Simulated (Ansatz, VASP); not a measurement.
# Ta: VASP beside Ansatz

```
Ta
1.0
    -1.68431    1.65128    1.65128
     1.65128   -1.68431    1.65128
     1.65128    1.65128   -1.68431
Ta
1
Cartesian
  0.0000 0.0000 0.0000
```

Change from the starting cell: equal xy, yz and zx shear strains of -2 %, crystal datasets.

Alike in both runs: task electric field gradients; functional PBE; k mesh 17 × 17 × 17; occupations fermi-dirac, width 0.08 eV; no spin polarisation.

|  | VASP | Ansatz |
| --- | --- | --- |
| version | VASP 6.6.1 | Ansatz 0.2.0 |
| potentials or method | VASP PAW PBE potentials, release 64 (Ta_pv), cutoff 520 eV | all-electron PAW with datasets made for the crystal, scalar-relativistic |

|  | VASP | Ansatz | Ansatz less VASP |
| --- | --- | --- | --- |
| pressure (GPa) | 3.4 | 3.2 | -0.19 |
| traceless stress, the component that is largest in VASP (GPa) | 1.54 | 1.51 | -0.022 |
| size of Vzz on the site where it differs most (V/Å²) | 32.8 | 24.7 | -8.12 |

Ansatz ran all-electron here, and VASP with PAW potentials.

Spin-orbit coupling is off throughout.
